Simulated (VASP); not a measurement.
Set up this calculation in VASP 6.6.1, as the native input.

* Task: single point
* Functional: PBEsol
* Dispersion: D3(BJ)
* Potentials or basis: VASP PAW PBE potentials, release 64 (F, Li_sv)
* Cutoff: 520 eV
* k mesh: 11 × 11 × 11
* Occupations: fermi-dirac, width 0.05 eV
* Spin: no spin polarisation
* Dipole correction: no
* Further INCAR settings: ALGO = Normal; EDIFF = 1e-06; NBANDS = 12

The structure of LiF lies in POSCAR:

```
LiF
1.0
    0.0000000000      1.9824317239      1.9824317239
    1.9824317239      0.0000000000      1.9824317239
    1.9824317239      1.9824317239      0.0000000000
F Li
1 1
Direct
    0.5000000000      0.5000000000      0.5000000000
    0.0000000000      0.0000000000      0.0000000000
```

The input as run:

INCAR

```
PREC = Accurate
ENCUT = 520
EDIFF = 1E-6
ISMEAR = -1
SIGMA = 0.05
LREAL = False
LASPH = True
NELM = 60
ALGO = Normal
ISIF = 2
LWAVE = False
LCHARG = False
GGA = PS
IVDW = 12
NBANDS = 12
```

KPOINTS

```
Automatic mesh
0
Gamma
  11 11 11
```

Potentials or basis: VASP PAW PBE potentials, release 64 (F, Li_sv).

Command:

```sh
$ cat potpaw_PBE.64/F/POTCAR potpaw_PBE.64/Li_sv/POTCAR > POTCAR
$ mpirun -np 1 vasp_std > vasp.out
```

It gave:

- Band gap on the k mesh: 9.35 eV
- Dispersion energy per atom: -0.152 eV

Caveat: three body term missing; an odd mesh through Γ misses points on the zone boundary, where band edges can lie.

Wall time 14 s on 1 thread of Intel Xeon 8259CL, with other jobs on the host, peak memory 0.15 GiB.
